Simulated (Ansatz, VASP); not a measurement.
**Hf2SiOF2 in VASP and in Ansatz**

```
Hf Si O F
1.0
     3.74555    0.00000    0.00000
    -1.87278    3.24375    0.00000
     0.00000    0.00000    6.43506
Hf Si O F
2 1 1 2
Direct
  0.33333 0.66667 0.22267
  0.66667 0.33333 0.77733
  0.00000 0.00000 0.50000
  0.00000 0.00000 0.00000
  0.33333 0.66667 0.83435
  0.66667 0.33333 0.16565
```

Change from the starting cell: species swapped into the LiTbCu2P2 type (P-3m1, No. 164).

Alike in both runs: functional PBE; k mesh 12 × 12 × 6; occupations gaussian, width 0.1 eV; no spin polarisation.

Ansatz relaxed the structure, and its values are those at the end. VASP's run is a single point on that final structure, the one shown.

|  | VASP | Ansatz |
| --- | --- | --- |
| version | VASP 6.6.1 | Ansatz 0.2.0 |
| potentials or method | VASP PAW PBE potentials, release 64 (Hf_pv, Si, O, F), cutoff 520 eV | scalar-relativistic, plane waves, PAW |
| valence electrons in the cell | 44 | 76 |

Ansatz gave:

```
gap on the k mesh at the Fermi level (eV) : none
pressure (GPa)                            : 0.0
rms of the force components (eV/Å)        : 0.001
```

Problem. Estimate VASP's values.

Solution. gap on the k mesh at the Fermi level (eV): none; pressure (GPa): -2.0; rms of the force components (eV/Å): 0.042.

A gap of «none» marks a metal or a gap that the smearing closes. The functional is the same, so the differences come from potentials, cutoffs and numerics. VASP's potentials hold 44 valence electrons a cell and Ansatz's 76, so a difference there can come from the potentials and not from the codes.

Neither program's run includes spin-orbit coupling.
